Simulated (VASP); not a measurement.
# FeCu (Cmmm) in VASP: single point with PBE

Aim: the single point of FeCu with PBE.

Program: VASP 6.6.1. These are calculated values, not measurements. Logs are shortened: lines on timing, memory, paths and dates and some standing lists are left out, and cuts for length are marked.

## Step 1: The cell of the first run

The structure is orthorhombic, space group Cmmm (No. 65). Conventional cell: a = 2.969 Å, b = 4.104 Å, c = 4.272 Å, α = 90.00°, β = 90.00°, γ = 90.00°. Fe (site symmetry mmm) has 6 Fe at 2.53 to 2.97 Å and 8 Cu at 2.60 to 2.96 Å within 3.3 Å. Cu (site symmetry mmm) has 6 Cu at 2.53 to 2.97 Å and 8 Fe at 2.60 to 2.96 Å within 3.3 Å.

## Step 2: Single point, PBE, collinear spin, ferromagnetic start (13.01 Å³/atom)

File INCAR:

```
SYSTEM = FeCu
ALGO     = Normal         ! electronic algorithm
EDIFF    = 1E-7           ! SCF threshold, eV
ENCUT    = 520            ! plane-wave cutoff, eV
GGA      = PE             ! functional
ISIF     = 2              ! what is computed and relaxed
ISMEAR   = -1             ! smearing method
ISPIN    = 2              ! spin polarisation
LASPH    = .True.         ! aspherical terms in the spheres
LCHARG   = .True.         ! write CHGCAR
LELF     = .True.         ! ELF
LMAXMIX  = 4              ! l up to which the mixer works
LORBIT   = 11             ! projections on sites
LREAL    = .False.        ! projectors in reciprocal space
LVHAR    = .True.       
LWAVE    = .False.        ! write WAVECAR
MAGMOM   = 3 0            ! initial moments
NBANDS   = 20             ! bands
NELM     = 150            ! most SCF steps
PREC     = Accurate       ! precision mode
SIGMA    = 0.03           ! smearing width, eV
```

File KPOINTS:

```
k-points
0
Gamma
  12 12 7
  0 0 0
```

File POSCAR:

```
FeCu
1.0
    1.4846995862     -2.0521047390      0.0000000000
    1.4846995862      2.0521047390      0.0000000000
    0.0000000000      0.0000000000      4.2717144756
Fe Cu
1 1
Direct
    0.0000000000      0.0000000000      0.0000000000
    0.5000000000      0.5000000000      0.5000000000
```

Potentials or basis: VASP PAW PBE potentials, release 64 (Fe, Cu).

Run with:

```
> cat potpaw_PBE.64/Fe/POTCAR potpaw_PBE.64/Cu/POTCAR > POTCAR
> mpirun -np 1 vasp_std > vasp.out
```

OUTCAR:

```text
SYSTEM = FeCu
   EDIFF = 1E-7
   ENCUT = 520
   GGA = PE
   ISIF = 2
   ISMEAR = -1
   ISPIN = 2
   LASPH = .True.
   LORBIT = 11
   LREAL = .False.
   NELM = 150
   PREC = Accurate

 ion  position               nearest neighbor table
   1  0.000  0.000  0.000-   2 2.60   2 2.60   2 2.60   2 2.60
   2  0.500  0.500  0.500-   1 2.60   1 2.60   1 2.60   1 2.60

  LATTYP: Found a base centered orthorhombic cell.
 ALAT       =     2.9693991724
 B/A-ratio  =     1.3821683242
 C/A-ratio  =     1.4385787251

  Lattice vectors:

 A1 = (   1.4846995862,  -2.0521047390,   0.0000000000)
 A2 = (   1.4846995862,   2.0521047390,   0.0000000000)
 A3 = (   0.0000000000,   0.0000000000,   4.2717144756)

Analysis of symmetry for initial positions (statically):
=====================================================================
 Subroutine PRICEL returns:
 Original cell was already a primitive cell.

 Routine SETGRP: Setting up the symmetry group for a
 base centered orthorhombic supercell.

 Subroutine GETGRP returns: Found  8 space group operations
 (whereof  8 operations were pure point group operations)
 out of a pool of  8 trial point group operations.

The static configuration has the point symmetry D_2h.

Analysis of symmetry for dynamics (positions and initial velocities):
=====================================================================
 Subroutine PRICEL returns:
 Original cell was already a primitive cell.

 Routine SETGRP: Setting up the symmetry group for a
 base centered orthorhombic supercell.

 Subroutine GETGRP returns: Found  8 space group operations
 (whereof  8 operations were pure point group operations)
 out of a pool of  8 trial point group operations.

The dynamic configuration has the point symmetry D_2h.

Analysis of structural, dynamic, and magnetic symmetry:
=====================================================================
 Subroutine PRICEL returns:
 Original cell was already a primitive cell.

 Routine SETGRP: Setting up the symmetry group for a
 base centered orthorhombic supercell.

 Subroutine GETGRP returns: Found  8 space group operations
 (whereof  8 operations were pure point group operations)
 out of a pool of  8 trial point group operations.

The overall configuration has the point symmetry D_2h.

 Subroutine INISYM returns: Found  8 space group operations
 (whereof  8 operations are pure point group operations),
 and found     1 'primitive' translations

----------------------------------------------------------------------------------------

                                     Primitive cell

  volume of cell :      26.0298

  direct lattice vectors                    reciprocal lattice vectors
     1.484699586 -2.052104739  0.000000000     0.336768465 -0.243652281  0.000000000
     1.484699586  2.052104739  0.000000000     0.336768465  0.243652281  0.000000000
     0.000000000  0.000000000  4.271714476     0.000000000  0.000000000  0.234098043

  length of vectors
     2.532877163  2.532877163  4.271714476     0.415667454  0.415667454  0.234098043

  position of ions in fractional coordinates (direct lattice)
     0.000000000  0.000000000  0.000000000
     0.500000000  0.500000000  0.500000000

  ion indices of the primitive-cell ions
   primitive index   ion index
                 1           1
                 2           2

----------------------------------------------------------------------------------------

 KPOINTS: k-points

Automatic generation of k-mesh.
 Grid dimensions read from file:
 generate k-points for:   12   12    7

 Generating k-lattice:

  Cartesian coordinates                     Fractional coordinates (reciprocal lattice)
     0.028064039 -0.020304357  0.000000000     0.083333333  0.000000000  0.000000000
     0.028064039  0.020304357  0.000000000     0.000000000  0.083333333  0.000000000
     0.000000000  0.000000000  0.033442578     0.000000000  0.000000000  0.142857143

  Length of vectors
     0.034638955  0.034638955  0.033442578

  Shift w.r.t. Gamma in fractional coordinates (k-lattice)
     0.000000000  0.000000000  0.000000000

 Subroutine IBZKPT returns following result:
 ===========================================

 Found    172 irreducible k-points:

 Following reciprocal coordinates:
            Coordinates               Weight
  0.000000  0.000000  0.000000      1.000000
  0.083333  0.000000  0.000000      4.000000
  0.166667 -0.000000  0.000000      4.000000
  0.250000 -0.000000  0.000000      4.000000
  0.333333 -0.000000  0.000000      4.000000
  0.416667 -0.000000  0.000000      4.000000
[... 16 lines left out ...]
  0.500000  0.166667  0.000000      4.000000
 -0.416667  0.166667  0.000000      4.000000
 [... further k-points ...]
   k-points           NKPTS =    172   k-points in BZ     NKDIM =    172   number of bands    NBANDS=     20
   number of dos      NEDOS =    301   number of ions     NIONS =      2
   total plane-waves  NPLWV =  12800
   dimension x,y,z NGX =    20 NGY =   20 NGZ =   32
   dimension x,y,z NGXF=    40 NGYF=   40 NGZF=   64
   ions per type =               1   1
   NGX,Y,Z   is equivalent  to a cutoff of  13.13, 13.13, 12.45 a.u.
   NGXF,Y,Z  is equivalent  to a cutoff of  26.25, 26.25, 24.91 a.u.
 SYSTEM =  FeCu
   PREC   = accura    normal or accurate (medium, high low for compatibility)
   ISTART =      0    job   : 0-new  1-cont  2-samecut
   ICHARG =      2    charge: 1-file 2-atom 10-const
   ISPIN  =      2    spin polarized calculation?
   LNONCOLLINEAR =      F non collinear calculations
   LSORBIT =      F    spin-orbit coupling
   LASPH  =      T    aspherical Exc in radial PAW
   ENCUT  =  520.0 eV  38.22 Ry    6.18 a.u.   4.71  4.71  7.94*2*pi/ulx,y,z
   NELM   =    150;   NELMIN=  2; NELMDL= -5     # of ELM steps
   EDIFF  = 0.1E-06   stopping-criterion for ELM
   LREAL  =      F    real-space projection
   EDIFFG = 0.1E-05   stopping-criterion for IOM
   NSW    =      0    number of steps for IOM
   IBRION =     -1    ionic relax: 0-MD 1-quasi-New 2-CG
   NFREE  =      0    steps in history (QN), initial steepest desc. (CG)
   ISIF   =      2    stress and relaxation
   ISYM   =      2    0-nonsym 1-usesym 2-fastsym
   POTIM  = 0.5000    time-step for ionic-motion
   TEBEG  =    0.0;   TEEND  =   0.0 temperature during run
   PSTRESS=    0.0 pullay stress
   NELECT =      19.0000    total number of electrons
   NUPDOWN=      -1.0000    fix difference up-down
   EMIN   =  10.00;   EMAX   =-10.00  energy-range for DOS
   EFERMI =   0.00;   METHOD = LEGACY
   ISMEAR =    -1;   SIGMA  =   0.03  broadening in eV -4-tet -1-fermi 0-gaus
   EFERMI_NEDOS =   21; number of points for ismear=-14 and -15
   IALGO  =     38    algorithm
   IMIX   =      4    mixing-type and parameters
     AMIX     =   0.40;   BMIX     =  1.00
     AMIX_MAG =   1.60;   BMIX_MAG =  1.00
  volume/ion in A,a.u.               =      13.01        87.83
  Fermi-wavevector in a.u.,A,eV,Ry     =   1.474017  2.785489 29.561747  2.172727
  Thomas-Fermi vector in A             =   2.588840
   LORBIT       =     11    0 simple, 1 ext, 2 COOP (PROOUT), +10 PAW based schemes
   GGA     = PE    functional components
   LHFCALC =     F    Hartree Fock is set to
   AEXX    =    0.0000 exact exchange contribution
   IVDW    =     0    specifies the selected vdW correction
   LEPSILON=     F    determine dielectric tensor
   LRPA    =     F    only Hartree local field effects (RPA)
 spin polarized calculation
  energy-cutoff  :      520.00
  volume of cell :       26.03
 maximum number of plane-waves:       714
   NGX =  9   NGY =  9   NGZ = 15

 number of electron      19.0000001 magnetization       2.7360241

 Free energy of the ion-electron system (eV)
  ---------------------------------------------------
  ext. energy  EPLUGINS =         0.00000000
  ---------------------------------------------------
  free energy    TOTEN  =       -11.55535030 eV

  energy without entropy =      -11.54944081  energy(sigma->0) =      -11.55239556

 E-fermi :   5.7730     XC(G=0): -12.2683

 val. band max:        5.7714110034   @ k =  -0.2500   0.0833   0.2857
 cond. band min:       5.7791583638   @ k =  -0.3333   0.2500   0.2857
 fundamental gap:      0.0077473603
 Fermi energy:         5.7729880350

 spin component 1

 k-point     1 :       0.0000    0.0000    0.0000
  band No.  band energies     occupation
      1      -2.6929      1.00000
      2       0.9686      1.00000
      3       2.1486      1.00000
      4       2.8186      1.00000
      5       2.8621      1.00000
      6       2.9652      1.00000
[... 12 lines left out ...]
     19      29.3507      0.00000
     20      29.8518      0.00000

 k-point     2 :       0.0833    0.0000    0.0000
  band No.  band energies     occupation
      1      -2.5007      1.00000
      2       1.0815      1.00000
      3       2.1715      1.00000
      4       2.8352      1.00000
      5       2.8420      1.00000
      6       3.0152      1.00000
[... 12 lines left out ...]
     19      28.9668      0.00000
     20      30.9043      0.00000
[... 465 lines left out ...]
      3       1.9666      1.00000
      4       2.1160      1.00000
      5       2.2404      1.00000
      6       2.8598      1.00000
[... 12 lines left out ...]
     19      25.6874      0.00000
     20      30.1600      0.00000

 k-point    24 :      -0.4167    0.1667    0.0000
  band No.  band energies     occupation
      1       0.9476      1.00000
      2       1.9279      1.00000
      3       2.0686      1.00000
      4       2.2415      1.00000
      5       2.3336      1.00000
      6       2.7869      1.00000
[... 12 lines left out ...]
     19      26.2742      0.00000
     20      28.0053      0.00000

 [... further k-points ...]

 spin component 2

 k-point     1 :       0.0000    0.0000    0.0000
  band No.  band energies     occupation
      1      -2.6267      1.00000
      2       1.4842      1.00000
      3       2.3319      1.00000
      4       3.3199      1.00000
      5       3.4927      1.00000
      6       3.7161      1.00000
[... 12 lines left out ...]
     19      29.5769      0.00000
     20      29.6925      0.00000

 k-point     2 :       0.0833    0.0000    0.0000
  band No.  band energies     occupation
      1      -2.4338      1.00000
      2       1.5868      1.00000
      3       2.3544      1.00000
      4       3.2413      1.00000
      5       3.4934      1.00000
      6       3.6440      1.00000
[... 12 lines left out ...]
     19      28.8518      0.00000
     20      31.1792      0.00000
[... 465 lines left out ...]
      3       2.3321      1.00000
      4       2.6985      1.00000
      5       3.0553      1.00000
      6       4.1937      1.00000
[... 12 lines left out ...]
     19      25.9845      0.00000
     20      30.4191      0.00000

 k-point    24 :      -0.4167    0.1667    0.0000
  band No.  band energies     occupation
      1       1.1235      1.00000
      2       2.3036      1.00000
      3       2.3852      1.00000
      4       2.6308      1.00000
      5       3.0776      1.00000
      6       4.0014      1.00000
[... 12 lines left out ...]
     19      26.4583      0.00000
     20      28.3926      0.00000

 [... further k-points ...]
[... 5 lines left out ...]
  --------------------------------------------------------------------------------------
  -------------------------------------------------------------------------------------
  Total       -1.7271636     -1.7253099     -1.5165473     -0.0000000      0.0000000      0.0000000
  in kB     -106.3099069   -106.1958056    -93.3461064     -0.0000000      0.0000000      0.0000000
  external PRESSURE =    -101.9506063 kB  Pullay stress =       0.0000000 kB

 VOLUME and BASIS-vectors are now :
 -----------------------------------------------------------------------------
  energy-cutoff  :      520.00
  volume of cell :       26.03
      direct lattice vectors                 reciprocal lattice vectors
     1.484699586 -2.052104739  0.000000000     0.336768465 -0.243652281  0.000000000
     1.484699586  2.052104739  0.000000000     0.336768465  0.243652281  0.000000000
     0.000000000  0.000000000  4.271714476     0.000000000  0.000000000  0.234098043

 POSITION                                       TOTAL-FORCE (eV/Angst)
 -----------------------------------------------------------------------------------
      0.00000      0.00000      0.00000        -0.000000     -0.000000      0.000000
      1.48470      0.00000      2.13586         0.000000      0.000000      0.000000
 -----------------------------------------------------------------------------------
    total drift:                                0.000000      0.000000      0.000000

  FREE ENERGIE OF THE ION-ELECTRON SYSTEM (eV)
  ---------------------------------------------------
  free  energy   TOTEN  =       -11.5553503042 eV

  energy  without entropy=      -11.5494408110  energy(sigma->0) =      -11.55239556

 total charge

# of ion       s       p       d       tot
------------------------------------------
    1        0.423   0.396   6.144   6.963
    2        0.441   0.371   9.133   9.945
--------------------------------------------------
tot          0.864   0.767  15.277  16.908

 magnetization (x)

# of ion       s       p       d       tot
------------------------------------------
    1        0.004  -0.014   2.722   2.712
    2       -0.017  -0.043   0.116   0.056
--------------------------------------------------
tot         -0.013  -0.057   2.837   2.768
```

Wall time 3.9 min (1 thread of Oxide Virtual Turin-like, shared host); peak memory 0.22 GiB.

What came out:

| Property | Result |
| --- | --- |
| Free energy | -11.5554 eV |
| Pressure | -10.2 GPa |
| Net moment | 2.74 μB per cell |
| Site moments | Fe +2.71; Cu +0.06 μB |
| Valence electrons inside the program's atomic spheres | Fe 6.96; Cu 9.95 |

Stress tensor (GPa, compression positive):
```
-10.63   0.00   0.00
  0.00 -10.62   0.00
  0.00   0.00  -9.33
```

Caveat: the cell stands under tension.
